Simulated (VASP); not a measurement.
A run of VASP 6.6.1:

Contents of POSCAR:

```
Ti
1.0
    2.9356845019      0.0000000000      0.0000000000
   -1.4678422510      2.5423773562      0.0000000000
    0.0000000000      0.0000000000      4.6363988084
Ti
2
Direct
    0.3333333333      0.6666666667      0.2500000000
    0.6666666667      0.3333333333      0.7500000000
```

The input INCAR.step1:

```
SYSTEM = Ti
PREC = Accurate
ENCUT = 520
ISMEAR = 0
SIGMA = 0.1
LREAL = .FALSE.
LASPH = .TRUE.
NELM = 60
NBANDS = 19
GGA = PE
ALGO = Normal
EDIFF = 1E-4
LWAVE = .TRUE.
LCHARG = .FALSE.
```

Contents of INCAR.step2:

```
SYSTEM = Ti
PREC = Accurate
ENCUT = 520
EDIFF = 1E-6
ISMEAR = 0
SIGMA = 0.1
LREAL = .FALSE.
LASPH = .TRUE.
NELM = 60
ALGO = Normal
ISIF = 2
LWAVE = .FALSE.
LCHARG = .FALSE.
METAGGA = R2SCAN
LMIXTAU = .TRUE.
NBANDS = 19
ISTART = 1
```

File KPOINTS:

```
regular mesh
0
G
  18 18 10
  0 0 0
```

Potentials or basis: VASP PAW PBE potentials, release 64 (Ti_sv).

Run with:

```console
$ cat potpaw_PBE.64/Ti_sv/POTCAR > POTCAR
$ cp INCAR.step1 INCAR
$ mpirun -np 1 vasp_std > vasp.out
$ cp INCAR.step2 INCAR
$ mpirun -np 1 vasp_std > vasp.out
```

Hardware: 1 thread of AMD EPYC 7R13 Processor (Zen 3), on a shared host.

Question: How long does it take, and how much memory?

Answer: Run time: 9.6 min on 1 thread of AMD EPYC 7R13 Processor (Zen 3) (shared host), peak memory 0.22 GiB. Counts: k points 222.
